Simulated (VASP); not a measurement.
Runs of VASP 6.6.1 on Rb. The structure is that of space group Fm-3m (No. 225), or close to it. The cells are those of the table. This isn't the form of Rb at room conditions, which is bcc.

```csv
cell,k mesh,gap on the mesh (eV),pressure (GPa)
"a = 4.739 Å, angles 60.0°, 1 atom",9 × 9 × 9,none,0.1
"a = 4.929 Å, angles 60.0°, 1 atom",9 × 9 × 9,none,-0.3
"a = 4.804 Å, angles 60.0°, 1 atom",8 × 8 × 8,none,0.0
"a = 4.804 Å, angles 60.0°, 1 atom",9 × 9 × 9,none,0.0
"a = 4.672 Å, angles 60.0°, 1 atom",9 × 9 × 9,none,(a)
```

Alike in all rows: task single point; level LDA; potentials or basis VASP PAW LDA potentials, release 64 (Rb_sv); no spin polarisation; cutoff (eV) 520; smearing fermi-dirac 0.1 eV.

Q: Fill in the values left out.

A: (a) 0.3.

A k mesh can miss the band edges, and the runs leave out spin-orbit coupling on Rb.

A gap of «none» marks levels without a gap at the run's occupations.
